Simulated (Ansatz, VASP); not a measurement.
## One calculation of SbP, two programs

```
Sb P
1.0
     0.00000    2.79882    2.79882
     2.79882    0.00000    2.79882
     2.79882    2.79882    0.00000
Sb P
1 1
Direct
  0.00000 0.00000 0.00000
  0.50000 0.50000 0.50000
```

Change from the starting cell: volume scaled by 0.98, PAW files.

Alike in both runs: task electric field gradients; functional PBE; k mesh 11 × 11 × 11; occupations fermi-dirac, width 0.05 eV; no spin polarisation.

```csv
,VASP,Ansatz
version,VASP 6.6.1,Ansatz 0.2.0
potentials or method,"VASP PAW PBE potentials, release 64 (Sb, P)","PAW with Ansatz's default frozen-core files, scalar-relativistic"
plane-wave cutoff (eV),520,420
valence electrons in the cell,10,20
```

|  | VASP | Ansatz | Ansatz less VASP |
| --- | --- | --- | --- |
| pressure (GPa) | 1.5 | 1.6 | +0.10 |

VASP's potentials hold 10 valence electrons a cell and Ansatz's 20, so a difference there can come from the potentials and not from the codes.

Neither program's run includes spin-orbit coupling.
